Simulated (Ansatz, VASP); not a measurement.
# Zn3Br2: VASP beside Ansatz

```xyz
5
Lattice="3.6123 0.0000 0.0000 -1.8061 3.1283 0.0000 0.0000 0.0000 11.2561" Properties=species:S:1:pos:R:3 pbc="T T T"
Zn    0.0000    0.0000    0.0000
Zn    0.0000    2.0856    9.4021
Zn    1.8061    1.0428    1.8540
Br    0.0000    2.0856    3.4250
Br    1.8061    1.0428    7.8310
```

Alike in both runs: functional PBE; k mesh 12 × 12 × 4; occupations gaussian, width 0.1 eV; no spin polarisation.

Ansatz relaxed the structure, and its values are those at the end. VASP's run is a single point on that final structure, the one shown.

|  | VASP | Ansatz |
| --- | --- | --- |
| version | VASP 6.6.1 | Ansatz 0.2.0 |
| potentials or method | VASP PAW PBE potentials, release 64 (Zn, Br), cutoff 520 eV | scalar-relativistic, plane waves, PAW |
| valence electrons in the cell | 50 | 50 |

```csv
,VASP,Ansatz,Ansatz less VASP
gap on the k mesh at the Fermi level (eV),none,none,-
pressure (GPa),0.1,0.0,-0.13
rms of the force components (eV/Å),0.009,0.000,-0.0092
```

A gap of «none» marks a metal or a gap that the smearing closes. The functional is the same, so the differences come from potentials, cutoffs and numerics.
